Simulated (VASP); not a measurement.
Wanted: the native input for a VASP 6.6.1 run.

| Quantity | Value |
| --- | --- |
| Task | single point |
| Functional | PBE |
| Potentials or basis | VASP PAW PBE potentials, release 64 (Na_pv, Al) |
| Cutoff | 520 eV |
| k mesh | 14 × 14 × 14 |
| Occupations | gaussian, width 0.1 eV |
| Spin | no spin polarisation |
| Dipole correction | no |
| Further INCAR settings | ALGO = Normal; EDIFF = 1e-06; NBANDS = 16 |

The structure of NaAl3 lies in POSCAR:

```
NaAl3
1.0
   -2.1745290424      2.1745290424      4.0756115378
    2.1745290424     -2.1745290424      4.0756115378
    2.1745290424      2.1745290424     -4.0756115378
Na Al
1 3
Direct
    0.0000000000      0.0000000000      0.0000000000
    0.7500000000      0.2500000000      0.5000000000
    0.2500000000      0.7500000000      0.5000000000
    0.5000000000      0.5000000000      0.0000000000
```

This cell differs from its parent crystal: strained.

These files were run (other wordings do the same):

INCAR

```
ALGO = Normal
EDIFF = 1E-6
ENCUT = 520
GGA = PE
ISIF = 2
ISMEAR = 0
LASPH = True
LCHARG = False
LREAL = False
LWAVE = False
NBANDS = 16
NELM = 100
PREC = Accurate
SIGMA = 0.1
```

KPOINTS

```
k-points
0
Gamma
  14 14 14
```

Potentials or basis: VASP PAW PBE potentials, release 64 (Na_pv, Al).

The run is started by

```console
$ cat potpaw_PBE.64/Na_pv/POTCAR potpaw_PBE.64/Al/POTCAR > POTCAR
$ mpirun -np 1 vasp_std > vasp.out
```

Results of the run:

- Pressure: -0.6 GPa
- Band gap on the k mesh: zero (bands 8 and 9 overlap by 2.78 eV)

Caveat: the cell differs from its parent crystal (strained).

It took 2.7 min on 1 thread of AMD EPYC 9R45 96-Core Processor (Zen 5), with other jobs on the host, peak memory 0.38 GiB.
